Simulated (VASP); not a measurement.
# Mg (Fm-3m) in VASP: further runs, part 2 of 2

VASP 6.6.1. The steps go on from the part before.

### 4 Single point, PBE (volume scaled by 0.5)

The input, INCAR:

```
PREC     = Accurate       # precision mode
ENCUT    = 520            # plane-wave cutoff, eV
EDIFF    = 1E-6           # SCF threshold, eV
ISMEAR   = -1             # smearing method
SIGMA    = 0.08           # smearing width, eV
LREAL    = False          # projectors in reciprocal space
LASPH    = True           # aspherical terms in the spheres
NELM     = 60             # most SCF steps
ALGO     = Normal         # electronic algorithm
ISIF     = 2              # what is computed and relaxed
LWAVE    = False          # write WAVECAR
LCHARG   = True           # write CHGCAR
GGA      = PE             # functional
LELF     = True           # ELF
LVHAR    = True         
NBANDS   = 7              # bands
```

The input, KPOINTS:

```
regular mesh
0
Gamma
  16 16 16
```

The input, POSCAR:

```
Mg
1.0
    0.0000000000      1.7949866579      1.7949866579
    1.7949866579      0.0000000000      1.7949866579
    1.7949866579      1.7949866579      0.0000000000
Mg
1
Direct
    0.0000000000      0.0000000000      0.0000000000
```

Potentials or basis: VASP PAW PBE potentials, release 64 (Mg).

On the command line:

```bash
> cat potpaw_PBE.64/Mg/POTCAR > POTCAR
> mpirun -np 1 vasp_std > vasp.out
```

OUTCAR:

```text
PREC = Accurate
   ENCUT = 520
   EDIFF = 1E-6
   ISMEAR = -1
   LREAL = False
   LASPH = True
   NELM = 60
   ISIF = 2
   GGA = PE

 ion  position               nearest neighbor table
   1  0.000  0.000  0.000-

  LATTYP: Found a face centered cubic cell.
 ALAT       =     3.5899733158

  Lattice vectors:

 A1 = (   0.0000000000,   1.7949866579,   1.7949866579)
 A2 = (   1.7949866579,   0.0000000000,   1.7949866579)
 A3 = (   1.7949866579,   1.7949866579,   0.0000000000)

Analysis of symmetry for initial positions (statically):
=====================================================================
 Subroutine PRICEL returns:
 Original cell was already a primitive cell.

 Routine SETGRP: Setting up the symmetry group for a
 face centered cubic supercell.

 Subroutine GETGRP returns: Found 48 space group operations
 (whereof 48 operations were pure point group operations)
 out of a pool of 48 trial point group operations.

The static configuration has the point symmetry O_h .

Analysis of symmetry for dynamics (positions and initial velocities):
=====================================================================
 Subroutine PRICEL returns:
 Original cell was already a primitive cell.

 Routine SETGRP: Setting up the symmetry group for a
 face centered cubic supercell.

 Subroutine GETGRP returns: Found 48 space group operations
 (whereof 48 operations were pure point group operations)
 out of a pool of 48 trial point group operations.

The dynamic configuration has the point symmetry O_h .

 Subroutine INISYM returns: Found 48 space group operations
 (whereof 48 operations are pure point group operations),
 and found     1 'primitive' translations

----------------------------------------------------------------------------------------

                                     Primitive cell

  volume of cell :      11.5668

  direct lattice vectors                    reciprocal lattice vectors
     0.000000000  1.794986658  1.794986658    -0.278553603  0.278553603  0.278553603
     1.794986658  0.000000000  1.794986658     0.278553603 -0.278553603  0.278553603
     1.794986658  1.794986658  0.000000000     0.278553603  0.278553603 -0.278553603

  length of vectors
     2.538494476  2.538494476  2.538494476     0.482468992  0.482468992  0.482468992

  position of ions in fractional coordinates (direct lattice)
     0.000000000  0.000000000  0.000000000

  ion indices of the primitive-cell ions
   primitive index   ion index
                 1           1

----------------------------------------------------------------------------------------

 KPOINTS: regular mesh

Automatic generation of k-mesh.
 Grid dimensions read from file:
 generate k-points for:   16   16   16

 Generating k-lattice:

  Cartesian coordinates                     Fractional coordinates (reciprocal lattice)
    -0.017409600  0.017409600  0.017409600     0.062500000  0.000000000  0.000000000
     0.017409600 -0.017409600  0.017409600     0.000000000  0.062500000  0.000000000
     0.017409600  0.017409600 -0.017409600     0.000000000  0.000000000  0.062500000

  Length of vectors
     0.030154312  0.030154312  0.030154312

  Shift w.r.t. Gamma in fractional coordinates (k-lattice)
     0.000000000  0.000000000  0.000000000

 Subroutine IBZKPT returns following result:
 ===========================================

 Found    145 irreducible k-points:

 Following reciprocal coordinates:
            Coordinates               Weight
  0.000000  0.000000  0.000000      1.000000
  0.062500  0.000000  0.000000      8.000000
  0.125000  0.000000  0.000000      8.000000
  0.187500  0.000000  0.000000      8.000000
  0.250000  0.000000  0.000000      8.000000
  0.312500  0.000000  0.000000      8.000000
[... 16 lines left out ...]
 -0.125000  0.062500  0.000000     24.000000
 -0.062500  0.062500  0.000000     12.000000
 [... further k-points ...]
   k-points           NKPTS =    145   k-points in BZ     NKDIM =    145   number of bands    NBANDS=      7
   number of dos      NEDOS =    301   number of ions     NIONS =      1
   total plane-waves  NPLWV =   8000
   dimension x,y,z NGX =    20 NGY =   20 NGZ =   20
   dimension x,y,z NGXF=    40 NGYF=   40 NGZF=   40
   ions per type =               1
   NGX,Y,Z   is equivalent  to a cutoff of  13.10, 13.10, 13.10 a.u.
   NGXF,Y,Z  is equivalent  to a cutoff of  26.20, 26.20, 26.20 a.u.
 SYSTEM =  unknown system
   PREC   = accura    normal or accurate (medium, high low for compatibility)
   ISTART =      0    job   : 0-new  1-cont  2-samecut
   ICHARG =      2    charge: 1-file 2-atom 10-const
   ISPIN  =      1    spin polarized calculation?
   LNONCOLLINEAR =      F non collinear calculations
   LSORBIT =      F    spin-orbit coupling
   LASPH  =      T    aspherical Exc in radial PAW
   ENCUT  =  520.0 eV  38.22 Ry    6.18 a.u.   4.72  4.72  4.72*2*pi/ulx,y,z
   NELM   =     60;   NELMIN=  2; NELMDL= -5     # of ELM steps
   EDIFF  = 0.1E-05   stopping-criterion for ELM
   LREAL  =      F    real-space projection
[... 7 lines left out ...]
   TEBEG  =    0.0;   TEEND  =   0.0 temperature during run
   PSTRESS=    0.0 pullay stress
   NELECT =       2.0000    total number of electrons
   NUPDOWN=      -1.0000    fix difference up-down
   EMIN   =  10.00;   EMAX   =-10.00  energy-range for DOS
   EFERMI =   0.00;   METHOD = LEGACY
   ISMEAR =    -1;   SIGMA  =   0.08  broadening in eV -4-tet -1-fermi 0-gaus
   EFERMI_NEDOS =   21; number of points for ismear=-14 and -15
   IALGO  =     38    algorithm
   IMIX   =      4    mixing-type and parameters
     AMIX     =   0.40;   BMIX     =  1.00
     AMIX_MAG =   1.60;   BMIX_MAG =  1.00
  volume/ion in A,a.u.               =      11.57        78.06
  Fermi-wavevector in a.u.,A,eV,Ry     =   0.912039  1.723505 11.317542  0.831816
  Thomas-Fermi vector in A             =   2.036389
   LORBIT       =      0    0 simple, 1 ext, 2 COOP (PROOUT), +10 PAW based schemes
   GGA     = PE    functional components
   LHFCALC =     F    Hartree Fock is set to
   AEXX    =    0.0000 exact exchange contribution
   IVDW    =     0    specifies the selected vdW correction
   LEPSILON=     F    determine dielectric tensor
   LRPA    =     F    only Hartree local field effects (RPA)
 non-spin polarized calculation
  energy-cutoff  :      520.00
  volume of cell :       11.57
 maximum number of plane-waves:       331
   NGX =  9   NGY =  9   NGZ =  9

 number of electron       2.0000000 magnetization

 Free energy of the ion-electron system (eV)
  ---------------------------------------------------
  ext. energy  EPLUGINS =         0.00000000
  ---------------------------------------------------
  free energy    TOTEN  =         0.41588992 eV

  energy without entropy =        0.42211641  energy(sigma->0) =        0.41900316

 E-fermi :   7.4801     XC(G=0): -10.9193

 val. band max:        7.4788810805   @ k =  -0.3750   0.3750   0.0625
 cond. band min:       7.5668419679   @ k =  -0.2500   0.4375   0.1875
 fundamental gap:      0.0879608875
 Fermi energy:         7.4800787798

 k-point     1 :       0.0000    0.0000    0.0000
  band No.  band energies     occupation
      1      -2.9160      2.00000
      2      24.7664      0.00000
      3      24.7664      0.00000
      4      24.7664      0.00000
      5      28.1937      0.00000
      6      31.3846      0.00000
      7      31.3846      0.00000

 k-point     2 :       0.0625    0.0000    0.0000
  band No.  band energies     occupation
      1      -2.7771      2.00000
      2      23.0379      0.00000
      3      24.6992      0.00000
      4      24.6992      0.00000
      5      29.1604      0.00000
      6      31.2858      0.00000
      7      31.2858      0.00000

 k-point     3 :       0.1250    0.0000    0.0000
  band No.  band energies     occupation
      1      -2.3629      2.00000
      2      20.2500      0.00000
      3      24.5075      0.00000
      4      24.5075      0.00000
      5      28.9529      0.00000
      6      30.9039      0.00000
      7      30.9039      0.00000
[... 191 lines left out ...]
 k-point    23 :      -0.1250    0.0625    0.0000
  band No.  band energies     occupation
      1      -2.0432      2.00000
      2      19.2048      0.00000
      3      22.6580      0.00000
      4      25.3575      0.00000
      5      29.1131      0.00000
      6      29.6109      0.00000
      7      31.1640      0.00000

 k-point    24 :      -0.0625    0.0625    0.0000
  band No.  band energies     occupation
      1      -2.5465      2.00000
      2      21.6316      0.00000
      3      23.5512      0.00000
      4      25.1247      0.00000
      5      30.0098      0.00000
      6      30.1457      0.00000
      7      30.7390      0.00000

 [... further k-points ...]
[... 5 lines left out ...]
  --------------------------------------------------------------------------------------
  -------------------------------------------------------------------------------------
  Total        6.7800679      6.7800679      6.7800679      0.0000000      0.0000000     -0.0000000
  in kB      939.1413335    939.1413335    939.1413335      0.0000000      0.0000000     -0.0000000
  external PRESSURE =     939.1413335 kB  Pullay stress =       0.0000000 kB

 VOLUME and BASIS-vectors are now :
 -----------------------------------------------------------------------------
  energy-cutoff  :      520.00
  volume of cell :       11.57
      direct lattice vectors                 reciprocal lattice vectors
     0.000000000  1.794986658  1.794986658    -0.278553603  0.278553603  0.278553603
     1.794986658  0.000000000  1.794986658     0.278553603 -0.278553603  0.278553603
     1.794986658  1.794986658  0.000000000     0.278553603  0.278553603 -0.278553603

 POSITION                                       TOTAL-FORCE (eV/Angst)
 -----------------------------------------------------------------------------------
      0.00000      0.00000      0.00000        -0.000000     -0.000000     -0.000000
 -----------------------------------------------------------------------------------
    total drift:                                0.000000      0.000000      0.000000

  FREE ENERGIE OF THE ION-ELECTRON SYSTEM (eV)
  ---------------------------------------------------
  free  energy   TOTEN  =         0.4158899165 eV

  energy  without entropy=        0.4221164093  energy(sigma->0) =        0.41900316
```

Wall time 16 s (1 thread of Intel Xeon 8259CL, shared host); peak memory 0.13 GiB.

What came out:

```
Free energy            : 0.4159 eV
Pressure               : 93.9 GPa
Band gap on the k mesh : zero (band 1 reaches 9.19 eV, above the bottom of band 2 at 6.18 eV)
```
